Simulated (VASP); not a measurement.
# WS2 (R-3m) in VASP: single point with PBEsol

Aim: the single point of WS2 with PBEsol.

Everything below comes from runs of VASP 6.6.1. Logs are shortened: lines on timing, memory, paths and dates and some standing lists are left out, and cuts for length are marked.

## 1. The cell of the first run

The structure is trigonal, space group R-3m (No. 166). The conventional cell has a = 3.197 Å, b = 3.197 Å, c = 18.261 Å, α = 90.00°, β = 90.00°, γ = 120.00°. Within 3.2 Å of W (site symmetry -3m) lie 6 S at 2.42 Å and 6 W at 3.20 Å. Within 3.2 Å of S (site symmetry 3m) lie 3 W at 2.42 Å and 6 S at 3.20 Å.

## 2. Single point, PBEsol

INCAR reads:

```
ALGO = Normal
EDIFF = 1E-6
ENCUT = 520
GGA = PS
ISIF = 2
ISMEAR = -1
LASPH = T
LCHARG = F
LREAL = F
LWAVE = F
NBANDS = 20
NELM = 80
PREC = Accurate
SIGMA = 0.02
```

KPOINTS reads:

```
k-points
0
Gamma
  6 6 6
```

POSCAR reads:

```
WS2
1.0
    1.5985959956      0.9229498284      6.0871024982
   -1.5985959956      0.9229498284      6.0871024982
    0.0000000000     -1.8458996568      6.0871024982
W S
1 2
Direct
    0.0000000000      0.0000000000      0.0000000000
    0.2477300228      0.2477300228      0.2477300228
    0.7522699772      0.7522699772      0.7522699772
```

Potentials or basis: VASP PAW PBE potentials, release 64 (W_sv, S).

Launch:

```
cat potpaw_PBE.64/W_sv/POTCAR potpaw_PBE.64/S/POTCAR > POTCAR
mpirun -np 1 vasp_std > vasp.out
```

OUTCAR:

```text
EDIFF = 1E-6
   ENCUT = 520
   GGA = PS
   ISIF = 2
   ISMEAR = -1
   LASPH = T
   LREAL = F
   NELM = 80
   PREC = Accurate

 ion  position               nearest neighbor table
   1  0.000  0.000  0.000-   3 2.42   3 2.42   2 2.42   2 2.42   3 2.42   2 2.42
   2  0.248  0.248  0.248-   1 2.42   1 2.42   1 2.42
   3  0.752  0.752  0.752-   1 2.42   1 2.42   1 2.42

  LATTYP: Found a trigonal (rhomboedric) cell.
 ALAT       =     6.3608303205
 COS(alpha) =     0.8736777607

  Lattice vectors:

 A1 = (   1.5985959956,   0.9229498284,   6.0871024982)
 A2 = (  -1.5985959956,   0.9229498284,   6.0871024982)
 A3 = (   0.0000000000,  -1.8458996568,   6.0871024982)

Analysis of symmetry for initial positions (statically):
=====================================================================
 Subroutine PRICEL returns:
 Original cell was already a primitive cell.

 Routine SETGRP: Setting up the symmetry group for a
 trigonal (rhombohedral) supercell.

 Subroutine GETGRP returns: Found 12 space group operations
 (whereof 12 operations were pure point group operations)
 out of a pool of 12 trial point group operations.

The static configuration has the point symmetry D_3d.

Analysis of symmetry for dynamics (positions and initial velocities):
=====================================================================
 Subroutine PRICEL returns:
 Original cell was already a primitive cell.

 Routine SETGRP: Setting up the symmetry group for a
 trigonal (rhombohedral) supercell.

 Subroutine GETGRP returns: Found 12 space group operations
 (whereof 12 operations were pure point group operations)
 out of a pool of 12 trial point group operations.

The dynamic configuration has the point symmetry D_3d.

 Subroutine INISYM returns: Found 12 space group operations
 (whereof 12 operations are pure point group operations),
 and found     1 'primitive' translations

----------------------------------------------------------------------------------------

                                     Primitive cell

  volume of cell :      53.8863

  direct lattice vectors                    reciprocal lattice vectors
     1.598595996  0.922949828  6.087102498     0.312774460  0.180580419  0.054760592
    -1.598595996  0.922949828  6.087102498    -0.312774460  0.180580419  0.054760592
     0.000000000 -1.845899657  6.087102498     0.000000000 -0.361160838  0.054760592

  length of vectors
     6.360830321  6.360830321  6.360830321     0.365288753  0.365288753  0.365288753

  position of ions in fractional coordinates (direct lattice)
     0.000000000  0.000000000  0.000000000
     0.247730023  0.247730023  0.247730023
     0.752269977  0.752269977  0.752269977

  ion indices of the primitive-cell ions
   primitive index   ion index
                 1           1
                 2           2
                 3           3

----------------------------------------------------------------------------------------

 KPOINTS: k-points

Automatic generation of k-mesh.
 Grid dimensions read from file:
 generate k-points for:    6    6    6

 Generating k-lattice:

  Cartesian coordinates                     Fractional coordinates (reciprocal lattice)
     0.052129077  0.030096736  0.009126765     0.166666667  0.000000000  0.000000000
    -0.052129077  0.030096736  0.009126765     0.000000000  0.166666667  0.000000000
     0.000000000 -0.060193473  0.009126765     0.000000000  0.000000000  0.166666667

  Length of vectors
     0.060881459  0.060881459  0.060881459

  Shift w.r.t. Gamma in fractional coordinates (k-lattice)
     0.000000000  0.000000000  0.000000000

 Subroutine IBZKPT returns following result:
 ===========================================

 Found     32 irreducible k-points:

 Following reciprocal coordinates:
            Coordinates               Weight
  0.000000  0.000000  0.000000      1.000000
  0.166667  0.000000  0.000000      6.000000
  0.333333  0.000000  0.000000      6.000000
  0.500000  0.000000  0.000000      3.000000
  0.166667  0.166667  0.000000      6.000000
  0.333333  0.166667  0.000000     12.000000
[... 16 lines left out ...]
  0.500000  0.500000  0.166667      6.000000
 -0.333333  0.500000  0.166667     12.000000
 [... further k-points ...]
   k-points           NKPTS =     32   k-points in BZ     NKDIM =     32   number of bands    NBANDS=     20
   number of dos      NEDOS =    301   number of ions     NIONS =      3
   total plane-waves  NPLWV = 110592
   dimension x,y,z NGX =    48 NGY =   48 NGZ =   48
   dimension x,y,z NGXF=    96 NGYF=   96 NGZF=   96
   ions per type =               1   2
   NGX,Y,Z   is equivalent  to a cutoff of  12.55, 12.55, 12.55 a.u.
   NGXF,Y,Z  is equivalent  to a cutoff of  25.09, 25.09, 25.09 a.u.
 SYSTEM =  unknown system
   PREC   = accura    normal or accurate (medium, high low for compatibility)
   ISTART =      0    job   : 0-new  1-cont  2-samecut
   ICHARG =      2    charge: 1-file 2-atom 10-const
   ISPIN  =      1    spin polarized calculation?
   LNONCOLLINEAR =      F non collinear calculations
   LSORBIT =      F    spin-orbit coupling
   LASPH  =      T    aspherical Exc in radial PAW
   ENCUT  =  520.0 eV  38.22 Ry    6.18 a.u.  11.83 11.83 11.83*2*pi/ulx,y,z
   NELM   =     80;   NELMIN=  2; NELMDL= -5     # of ELM steps
   EDIFF  = 0.1E-05   stopping-criterion for ELM
   LREAL  =      F    real-space projection
   EDIFFG = 0.1E-04   stopping-criterion for IOM
   NSW    =      0    number of steps for IOM
   IBRION =     -1    ionic relax: 0-MD 1-quasi-New 2-CG
   NFREE  =      0    steps in history (QN), initial steepest desc. (CG)
   ISIF   =      2    stress and relaxation
   ISYM   =      2    0-nonsym 1-usesym 2-fastsym
   POTIM  = 0.5000    time-step for ionic-motion
   TEBEG  =    0.0;   TEEND  =   0.0 temperature during run
   PSTRESS=    0.0 pullay stress
   NELECT =      26.0000    total number of electrons
   NUPDOWN=      -1.0000    fix difference up-down
   EMIN   =  10.00;   EMAX   =-10.00  energy-range for DOS
   EFERMI =   0.00;   METHOD = LEGACY
   ISMEAR =    -1;   SIGMA  =   0.02  broadening in eV -4-tet -1-fermi 0-gaus
   EFERMI_NEDOS =   21; number of points for ismear=-14 and -15
   IALGO  =     38    algorithm
   IMIX   =      4    mixing-type and parameters
     AMIX     =   0.40;   BMIX     =  1.00
     AMIX_MAG =   1.60;   BMIX_MAG =  1.00
  volume/ion in A,a.u.               =      17.96       121.21
  Fermi-wavevector in a.u.,A,eV,Ry     =   1.284024  2.426453 22.432156  1.648717
  Thomas-Fermi vector in A             =   2.416242
   LORBIT       =      0    0 simple, 1 ext, 2 COOP (PROOUT), +10 PAW based schemes
   GGA     = PS    functional components
   LHFCALC =     F    Hartree Fock is set to
   AEXX    =    0.0000 exact exchange contribution
   IVDW    =     0    specifies the selected vdW correction
   LEPSILON=     F    determine dielectric tensor
   LRPA    =     F    only Hartree local field effects (RPA)
 non-spin polarized calculation
  energy-cutoff  :      520.00
  volume of cell :       53.89
 maximum number of plane-waves:      1468
   NGX = 23   NGY = 23   NGZ = 23

 number of electron      26.0000000 magnetization

 Free energy of the ion-electron system (eV)
  ---------------------------------------------------
  ext. energy  EPLUGINS =         0.00000000
  ---------------------------------------------------
  free energy    TOTEN  =       -24.43035348 eV

  energy without entropy =      -24.42943583  energy(sigma->0) =      -24.42989466

 E-fermi :   7.2154     XC(G=0): -11.0873

 val. band max:        7.2052123782   @ k =   0.3333   0.3333   0.3333
 cond. band min:       7.2331645165   @ k =  -0.3333   0.5000   0.3333
 fundamental gap:      0.0279521383
 Fermi energy:         7.2154091392

 k-point     1 :       0.0000    0.0000    0.0000
  band No.  band energies     occupation
      1     -67.4519      2.00000
      2     -31.5990      2.00000
      3     -31.5990      2.00000
      4     -31.5902      2.00000
      5      -8.1877      2.00000
      6      -6.2672      2.00000
[... 12 lines left out ...]
     19      13.0834      0.00000
     20      16.6529      0.00000

 k-point     2 :       0.1667    0.0000    0.0000
  band No.  band energies     occupation
      1     -67.4479      2.00000
      2     -31.6804      2.00000
      3     -31.6181      2.00000
      4     -31.5755      2.00000
      5      -7.7179      2.00000
      6      -6.1912      2.00000
[... 12 lines left out ...]
     19      14.5001      0.00000
     20      16.1954      0.00000

 k-point     3 :       0.3333    0.0000    0.0000
  band No.  band energies     occupation
      1     -67.4400      2.00000
      2     -31.8396      2.00000
      3     -31.6559      2.00000
      4     -31.5459      2.00000
      5      -6.6750      2.00000
      6      -5.8986      2.00000
[... 12 lines left out ...]
     19      13.8920      0.00000
     20      15.7979      0.00000

 k-point     4 :       0.5000    0.0000    0.0000
  band No.  band energies     occupation
      1     -67.4361      2.00000
      2     -31.9176      2.00000
      3     -31.6747      2.00000
      4     -31.5310      2.00000
      5      -6.3013      2.00000
      6      -5.3464      2.00000
[... 12 lines left out ...]
     19      13.6001      0.00000
     20      13.8997      0.00000

 k-point     5 :       0.1667    0.1667    0.0000
  band No.  band energies     occupation
      1     -67.4479      2.00000
      2     -31.6804      2.00000
      3     -31.6181      2.00000
      4     -31.5755      2.00000
      5      -7.6953      2.00000
      6      -6.2316      2.00000
[... 12 lines left out ...]
     19      14.6170      0.00000
     20      16.1375      0.00000

 k-point     6 :       0.3333    0.1667    0.0000
  band No.  band energies     occupation
      1     -67.4420      2.00000
      2     -31.7850      2.00000
      3     -31.6621      2.00000
      4     -31.5533      2.00000
      5      -6.8725      2.00000
      6      -6.1001      2.00000
[... 12 lines left out ...]
     19      15.8741      0.00000
     20      16.1142      0.00000

 k-point     7 :       0.5000    0.1667    0.0000
  band No.  band energies     occupation
      1     -67.4361      2.00000
      2     -31.8772      2.00000
      3     -31.7166      2.00000
      4     -31.5310      2.00000
      5      -6.1352      2.00000
      6      -5.5792      2.00000
[... 12 lines left out ...]
     19      14.3912      0.00000
     20      15.7365      0.00000
[... 277 lines left out ...]
 k-point    20 :       0.5000    0.3333    0.1667
  band No.  band energies     occupation
      1     -67.4420      2.00000
      2     -31.7850      2.00000
      3     -31.6621      2.00000
      4     -31.5533      2.00000
      5      -6.7552      2.00000
      6      -6.2411      2.00000
[... 12 lines left out ...]
     19      15.9683      0.00000
     20      16.2449      0.00000

 k-point    21 :      -0.3333    0.3333    0.1667
  band No.  band energies     occupation
      1     -67.4361      2.00000
      2     -31.8772      2.00000
      3     -31.7166      2.00000
      4     -31.5311      2.00000
      5      -6.1181      2.00000
      6      -5.5904      2.00000
[... 12 lines left out ...]
     19      14.3033      0.00000
     20      15.3954      0.00000

 k-point    22 :      -0.1667    0.3333    0.1667
  band No.  band energies     occupation
      1     -67.4361      2.00000
      2     -31.8772      2.00000
      3     -31.7166      2.00000
      4     -31.5310      2.00000
      5      -6.0330      2.00000
      6      -5.7060      2.00000
[... 12 lines left out ...]
     19      13.7984      0.00000
     20      15.7072      0.00000

 k-point    23 :       0.5000    0.5000    0.1667
  band No.  band energies     occupation
      1     -67.4400      2.00000
      2     -31.8396      2.00000
      3     -31.6559      2.00000
      4     -31.5459      2.00000
      5      -6.4499      2.00000
      6      -6.1604      2.00000
[... 12 lines left out ...]
     19      13.8462      0.00000
     20      16.0679      0.00000

 k-point    24 :      -0.3333    0.5000    0.1667
  band No.  band energies     occupation
      1     -67.4360      2.00000
      2     -31.8772      2.00000
      3     -31.7166      2.00000
      4     -31.5311      2.00000
      5      -6.0597      2.00000
      6      -5.6582      2.00000
[... 12 lines left out ...]
     19      14.0115      0.00000
     20      15.4264      0.00000

 [... further k-points ...]

------------------------ aborting loop because EDIFF is reached ----------------------------------------

  FORCE on cell =-STRESS in cart. coord.  units (eV):
  Direction    XX          YY          ZZ          XY          YZ          ZX
  --------------------------------------------------------------------------------------
  -------------------------------------------------------------------------------------
  Total       -0.8821012     -0.8821012     -0.1841571     -0.0000000      0.0000000      0.0000000
  in kB      -26.2271041    -26.2271041     -5.4754571     -0.0000000      0.0000000      0.0000000
  external PRESSURE =     -19.3098884 kB  Pullay stress =       0.0000000 kB

 VOLUME and BASIS-vectors are now :
 -----------------------------------------------------------------------------
  energy-cutoff  :      520.00
  volume of cell :       53.89
      direct lattice vectors                 reciprocal lattice vectors
     1.598595996  0.922949828  6.087102498     0.312774460  0.180580419  0.054760592
    -1.598595996  0.922949828  6.087102498    -0.312774460  0.180580419  0.054760592
     0.000000000 -1.845899657  6.087102498     0.000000000 -0.361160838  0.054760592

 POSITION                                       TOTAL-FORCE (eV/Angst)
 -----------------------------------------------------------------------------------
      0.00000      0.00000      0.00000         0.000000     -0.000000      0.000000
      0.00000      0.00000      4.52387         0.000000      0.000000      0.060977
      0.00000      0.00000     13.73743         0.000000     -0.000000     -0.060977
 -----------------------------------------------------------------------------------
    total drift:                               -0.000000     -0.000000     -0.000000

  FREE ENERGIE OF THE ION-ELECTRON SYSTEM (eV)
  ---------------------------------------------------
  free  energy   TOTEN  =       -24.4303534830 eV

  energy  without entropy=      -24.4294358338  energy(sigma->0) =      -24.42989466
```

It took 2.8 min on 1 thread of Intel Xeon 8259CL, shared host; peak memory 0.32 GiB.

Results:

| Quantity | Value |
| --- | --- |
| Free energy | -24.4304 eV |
| Pressure | -1.9 GPa |
| Largest force | 0.061 eV/Å |
| Band gap on the k mesh | zero (bands 13 and 14 overlap by 1.06 eV) |

Forces on the atoms (eV/Å):
```
W    0.000  0.000  0.000
S    0.000  0.000  0.061
S    0.000  0.000 -0.061
```

Stress tensor (GPa, compression positive):
```
-2.62  0.00  0.00
 0.00 -2.62  0.00
 0.00  0.00 -0.55
```

Caveat: the k points lie up to 0.38 Å⁻¹ apart, too coarse for converged energies and pressures of a metal; the PAW data sets were made with another functional, which shifts forces and pressure a little; spin-orbit coupling is left out, which moves the levels of the heavy elements.
